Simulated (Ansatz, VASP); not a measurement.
**SiO2 in VASP and in Ansatz**

Contents of POSCAR:

```
SiO2
1.0
    4.2270406866      0.0000000000      0.0000000000
    0.0000000000      4.2270406866      0.0000000000
    0.0000000000      0.0000000000      2.6554956915
Si O
2 4
Direct
    0.0000000000      0.0000000000      0.0000000000
    0.5000000000      0.5000000000      0.5000000000
    0.3072470246      0.3072470246      0.0000000000
    0.1927529754      0.8072470246      0.5000000000
    0.8072470246      0.1927529754      0.5000000000
    0.6927529754      0.6927529754      0.0000000000
```

Contents of INCAR.step1:

```
SYSTEM = SiO2
PREC = Accurate ; ENCUT = 520
ISMEAR = 0 ; SIGMA = 0.01
LREAL = .False. ; LASPH = .True.
NELM = 60 ; NBANDS = 25
GGA = PE ; ALGO = Normal
EDIFF = 1E-4 ; LWAVE = .True.
LCHARG = .False.
```

INCAR.step2

```
SYSTEM = SiO2
PREC = Accurate ; ENCUT = 520
EDIFF = 1E-6 ; ISMEAR = 0
SIGMA = 0.01 ; LREAL = .False.
LASPH = .True. ; NELM = 60
ALGO = Normal ; ISIF = 2
LWAVE = .False. ; LCHARG = .False.
METAGGA = R2SCAN ; LMIXTAU = .True.
NBANDS = 25 ; ISTART = 1
```

KPOINTS

```
Automatic mesh
0
Gamma
  6 6 10
  0 0 0
```

Input for Ansatz:

```yaml
crystal:
  lattice:
    - [4.2270406866, 0.0, 0.0]
    - [0.0, 4.2270406866, 0.0]
    - [0.0, 0.0, 2.6554956915]
  atoms:
    - { symbol: Si, position: [0.0, 0.0, 0.0] }
    - { symbol: Si, position: [0.5, 0.5, 0.5] }
    - { symbol: O, position: [0.3072470246, 0.3072470246, 0.0] }
    - { symbol: O, position: [0.1927529754, 0.8072470246, 0.5] }
    - { symbol: O, position: [0.8072470246, 0.1927529754, 0.5] }
    - { symbol: O, position: [0.6927529754, 0.6927529754, 0.0] }
kpoints:
  mp_grid: { grid: [6, 6, 10] }
  band_path:
    path:
      - [0.0, 0.0, 0.0]
      - [0.0, 0.5, 0.0]
      - [0.5, 0.5, 0.0]
      - [0.0, 0.0, 0.5]
      - [0.0, 0.5, 0.5]
      - [0.5, 0.5, 0.5]
    npoints: 1
hamiltonian:
  xc: r2scan
scf:
  occupations: { method: fixed }
  n_extra_bands: 5
output:
  forces: true
  stress: true
  eigenvalues: true
```

Change from the starting cell: epitaxial_xy strain +1.0%.

Alike in both runs: task single point; functional r2SCAN; k mesh 6 × 6 × 10; no spin polarisation.

```csv
,VASP,Ansatz
version,VASP 6.6.1,Ansatz 0.2.0
potentials or method,"VASP PAW PBE potentials, release 64 (Si, O)","plane waves, PAW"
plane-wave cutoff (eV),520,500
occupations,"gaussian, width 0.01 eV",fixed
valence electrons in the cell,32,32
```

```csv
,VASP,Ansatz,Ansatz less VASP
gap on the k mesh at the Fermi level (eV),6.34,6.35,+0.005
pressure (GPa),-3.0,-3.4,-0.38
"traceless stress, the component that is largest in VASP (GPa)",4.12,3.47,-0.654
rms of the force components (eV/Å),0.013,0.000,-0.0126
```

VASP's potentials were made for PBE, not for r2SCAN. Atom by atom the forces differ by 0.013 eV/Å (rms over components).
